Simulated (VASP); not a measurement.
Set up this calculation in VASP 6.6.1, as the native input.

| Item | Value |
| --- | --- |
| Task | single point |
| Functional | PBE |
| Potentials or basis | VASP PAW PBE potentials, release 64 (F) |
| Cutoff | 520 eV |
| k mesh | 13 × 13 × 13 |
| Occupations | fermi-dirac, width 0.05 eV |
| Spin | no spin polarisation |
| Dipole correction | no |
| Further INCAR settings | ALGO = Normal; EDIFF = 1e-06; NBANDS = 14 |

The structure of F lies in POSCAR:

```
F
1.0
    0.0000000000      2.0557365932      2.0557365932
    2.0557365932      0.0000000000      2.0557365932
    2.0557365932      2.0557365932      0.0000000000
F
2
Direct
   -0.1250000000     -0.1250000000     -0.1250000000
    0.1250000000      0.1250000000      0.1250000000
```

This cell differs from its parent crystal: volume scaled by 0.6.

One way to write it, as run:

INCAR

```
PREC = Accurate
ENCUT = 520
EDIFF = 1E-6
ISMEAR = -1
SIGMA = 0.05
LREAL = False
LASPH = True
NELM = 80
ALGO = Normal
ISIF = 2
LWAVE = False
LCHARG = False
GGA = PE
NBANDS = 14
```

KPOINTS

```
Automatic mesh
0
Gamma
  13 13 13
```

Potentials or basis: VASP PAW PBE potentials, release 64 (F).

The run is started by

```bash
$ cat potpaw_PBE.64/F/POTCAR > POTCAR
$ mpirun -np 1 vasp_std > vasp.out
```

It gave:

```
Pressure               : 71.6 GPa
Band gap on the k mesh : zero (band 7 reaches 0.90 eV, above the bottom of band 8 at -1.36 eV)
```

Wall time 6.1 s on 1 thread of Intel(R) Xeon(R) 6975P-C (Granite Rapids), with other jobs on the host, peak memory 0.13 GiB.
